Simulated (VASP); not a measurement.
# Zr: single point with BLYP

Crystal: Zr.

```xyz
2
Lattice="3.1772 0.0000 0.0000 -1.5886 2.7515 0.0000 0.0000 0.0000 5.0897" Properties=species:S:1:pos:R:3 pbc="T T T"
Zr    0.0000    1.8344    1.2724
Zr    1.5886    0.9172    3.8173
```

This cell differs from its parent crystal: volume scaled by 0.92.

* Program: VASP 6.6.1
* Task: single point
* Functional: BLYP
* Potentials or basis: VASP PAW PBE potentials, release 64 (Zr_sv)
* Cutoff: 520 eV
* k mesh: 18 × 18 × 10
* Occupations: fermi-dirac, width 0.1 eV
* Spin: no spin polarisation
* Dipole correction: no
* Further INCAR settings: ALGO = Normal; EDIFF = 1e-06; NBANDS = 19

The pressure is 8.6 GPa and the band gap on the k mesh is zero (band 12 reaches 10.92 eV, above the bottom of band 13 at 9.77 eV).

Stress tensor (GPa, compression positive):
```
8.30 0.00 0.00
0.00 8.30 0.00
0.00 0.00 9.31
```

Levels at points of the mesh, in eV from the Fermi level:
```csv
k point,band 10,band 11,band 12,band 13,band 14,band 15
"(0.00, 0.00, 0.00)",-3.10,0.84,0.84,0.94,1.54,1.55
"(0.50, 0.00, 0.00)",-2.49,-2.23,0.07,0.54,0.84,1.52
"(0.00, 0.00, 0.50)",-3.81,0.04,0.04,0.75,0.75,0.75
"(0.50, 0.00, 0.50)",-2.93,-1.16,-1.16,1.98,1.98,2.29
```

Run time: 54 s on 1 thread of Intel(R) Xeon(R) 6975P-C (Granite Rapids) (shared host), peak memory 0.27 GiB.

Caveat: the PAW data sets were made with another functional, which shifts forces and pressure a little.
